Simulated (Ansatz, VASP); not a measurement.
**HfO2: VASP beside Ansatz**

```
Hf O
1.0
     4.83820    0.00000    0.00000
     0.00000    4.83820    0.00000
     0.00000    0.00000    3.22035
Hf O
2 4
Cartesian
  0.0000 0.0000 -0.0071
  2.4191 2.4191 1.6173
  0.9431 3.8951 1.7227
  1.4760 1.4760 -0.1125
  3.3622 3.3622 -0.1125
  3.8951 0.9431 1.7227
```

Change from the starting cell: mode 12 (420.9 1/cm) frozen in, largest displacement +0.113 Å.

Alike in both runs: task single point; functional r2SCAN; k mesh 6 × 6 × 8; occupations gaussian, width 0.05 eV; no spin polarisation.

```csv
,VASP,Ansatz
version,VASP 6.6.1,Ansatz 0.2.0
potentials or method,"VASP PAW PBE potentials, release 64 (Hf_pv, O), cutoff 520 eV","scalar-relativistic, plane waves, PAW"
valence electrons in the cell,44,76
```

Ansatz gave:

| Property | Result |
| --- | --- |
| gap on the k mesh at the Fermi level (eV) | 4.73 |
| least direct gap on the mesh (eV) | 4.73 |
| pressure (GPa) | 2.2 |
| traceless stress, the component that is largest in VASP (GPa) | -0.32 |
| rms of the force components (eV/Å) | 0.644 |

Q: Estimate VASP's values.

A: gap on the k mesh at the Fermi level (eV): 4.68; least direct gap on the mesh (eV): 4.68; pressure (GPa): -0.9; traceless stress, the component that is largest in VASP (GPa): -0.83; rms of the force components (eV/Å): 0.624.

VASP's potentials were made for PBE, not for r2SCAN. Atom by atom the forces differ by 0.035 eV/Å (rms over components). With one functional, cell and mesh, what is left measures potentials, basis and numerics. VASP's potentials hold 44 valence electrons a cell and Ansatz's 76, so a difference there can come from the potentials and not from the codes.

Spin-orbit coupling is off throughout.
